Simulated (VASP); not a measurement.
AgGeI6, 8 atoms in the cell. The typed cell holds 8 atoms: a = 7.075 Å, b = 7.182 Å, c = 7.474 Å, α = 116.63°, β = 89.37°, γ = 117.19°. 

- Program: VASP 6.6.1
- Task: single point
- Functional: r2SCAN
- Potentials or basis: VASP PAW PBE potentials, release 64 (I, Ag, Ge_d)
- Cutoff: 520 eV
- k mesh: 3 × 3 × 3, shifted
- Occupations: fermi-dirac, width 0.1007 eV
- Spin: no spin polarisation
- Dipole correction: no
- Further INCAR settings: ALGO = Normal; EDIFF = 1e-07; NBANDS = 44

Potentials or basis: VASP PAW PBE potentials, release 64 (I, Ag, Ge_d).

The run is started by

```console
$ cat potpaw_PBE.64/I/POTCAR potpaw_PBE.64/Ag/POTCAR potpaw_PBE.64/Ge_d/POTCAR > POTCAR
$ cp INCAR.step1 INCAR
$ mpirun -np 1 vasp_std > vasp.out
$ cp INCAR.step2 INCAR
$ mpirun -np 1 vasp_std > vasp.out
```

Hardware: 1 thread of Intel(R) Xeon(R) 6975P-C (Granite Rapids), on a shared host.

How long does it take, and how much memory?

It took 7.8 min on 1 thread of Intel(R) Xeon(R) 6975P-C (Granite Rapids), on a shared host, peak memory 0.54 GiB. Counts: k points 14.
